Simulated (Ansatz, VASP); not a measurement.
# ZnSe: VASP beside Ansatz

```
Zn Se
1.0
     0.00000    2.47555    3.71333
     2.47555    0.00000    3.71333
     2.47555    2.47555    0.00000
Zn Se
1 1
Direct
  0.00000 0.00000 0.00000
  0.75000 0.75000 0.75000
```

Alike in both runs: task single point; functional PBE; k mesh 10 × 10 × 10; occupations gaussian, width 0.05 eV; no spin polarisation.

|  | VASP | Ansatz |
| --- | --- | --- |
| version | VASP 6.6.1 | Ansatz 0.2.0 |
| potentials or method | VASP PAW PBE potentials, release 64 (Zn, Se), cutoff 520 eV | scalar-relativistic, plane waves, PAW |
| valence electrons in the cell | 18 | 28 |

Ansatz gave:

* gap on the k mesh at the Fermi level (eV): none
* pressure (GPa): 0.6
* traceless stress, the component that is largest in VASP (GPa): -16.21

Task: Which values does VASP return?

Result: gap on the k mesh at the Fermi level (eV): none; pressure (GPa): 0.8; traceless stress, the component that is largest in VASP (GPa): -16.13.

A gap of «none» marks a metal or a gap that the smearing closes. With one functional, cell and mesh, what is left measures potentials, basis and numerics. VASP's potentials hold 18 valence electrons a cell and Ansatz's 28, so a difference there can come from the potentials and not from the codes.
